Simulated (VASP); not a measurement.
Here is a VASP 6.6.1 calculation.

The input POSCAR:

```
MnPt2
1.0
    2.8584044518      0.0000000000      0.0000000000
   -1.4292022259      2.4754508696      0.0000000000
    0.0000000000      0.0000000000      6.5325040000
Pt Mn
2 1
Direct
    0.6666666667      0.3333333333      0.3162060000
    0.3333333333      0.6666666667      0.6837940000
    0.0000000000      0.0000000000      0.0000000000
```

File INCAR.step1:

```
PREC = Accurate ; ENCUT = 550
ISMEAR = -1 ; SIGMA = 0.1
LREAL = F ; LASPH = T
NELM = 200 ; ISPIN = 2
MAGMOM = 0 0 4 ; LMAXMIX = 4
NBANDS = 28 ; GGA = PE
ALGO = Normal ; EDIFF = 1E-5
LWAVE = T ; LCHARG = F
GGA_COMPAT = F
```

The input INCAR.step2:

```
PREC = Accurate ; ENCUT = 550
EDIFF = 1E-6 ; ISMEAR = -1
SIGMA = 0.1 ; LREAL = F
LASPH = T ; NELM = 200
ALGO = Normal ; ISIF = 2
LWAVE = F ; LCHARG = F
ISPIN = 2 ; MAGMOM = 0 0 4
LORBIT = 11 ; LMAXMIX = 4
METAGGA = R2SCAN ; LMIXTAU = T
NBANDS = 28 ; ISTART = 1
GGA_COMPAT = F
```

The input KPOINTS:

```
regular mesh
0
Gamma
  10 10 4
```

Potentials or basis: VASP PAW PBE potentials, release 64 (Pt, Mn_pv).

Run with:

```sh
$ cat potpaw_PBE.64/Pt/POTCAR potpaw_PBE.64/Mn_pv/POTCAR > POTCAR
$ cp INCAR.step1 INCAR
$ mpirun -np 1 vasp_std > vasp.out
$ cp INCAR.step2 INCAR
$ mpirun -np 1 vasp_std > vasp.out
```

Q: Estimate the largest force.

A: 0.050 eV/Å.

Q: Predict the site moments.

A: Pt +0.35; Mn +4.04 μB.

Forces on the atoms (eV/Å):
```
Pt   0.000  0.000  0.050
Pt   0.000  0.000 -0.050
Mn   0.000  0.000  0.000
```

Caveat: the PAW data sets were made with another functional, which shifts forces and pressure a little.
